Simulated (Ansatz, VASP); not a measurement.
## One calculation of Ni, two programs

```
Ni
1.0
     2.42458    0.00000    0.00000
     0.00000    2.42458    0.00000
     0.00000    0.00000    3.43363
Ni
2
Direct
  0.00000 0.00000 0.00000
  0.50000 0.50000 0.50000
```

Alike in both runs: task single point; functional r2SCAN; k mesh 21 × 21 × 15; occupations fermi-dirac, width 0.05 eV; collinear spin.

|  | VASP | Ansatz |
| --- | --- | --- |
| version | VASP 6.6.1 | Ansatz 0.2.0 |
| potentials or method | VASP PAW PBE potentials, release 64 (Ni), cutoff 660 eV | plane waves (500 eV) with PAW, scalar-relativistic |
| valence electrons in the cell | 20 | 36 |

Ansatz gave:

```
pressure (GPa)                                                : 10.0
traceless stress, the component that is largest in VASP (GPa) : -0.19
net moment per atom (μB)                                      : 0.72
size of the moment on the site where the two differ most (μB) : 0.78
```

Estimate VASP's values.

pressure (GPa): 10.1; traceless stress, the component that is largest in VASP (GPa): -0.16; net moment per atom (μB): 0.70; size of the moment on the site where the two differ most (μB): 0.72.

VASP's potentials were made for PBE, not for r2SCAN. Site moments also hang on the region over which each program counts them. VASP's potentials hold 20 valence electrons a cell and Ansatz's 36, so a difference there can come from the potentials and not from the codes. Ansatz's warnings: stability check not made.
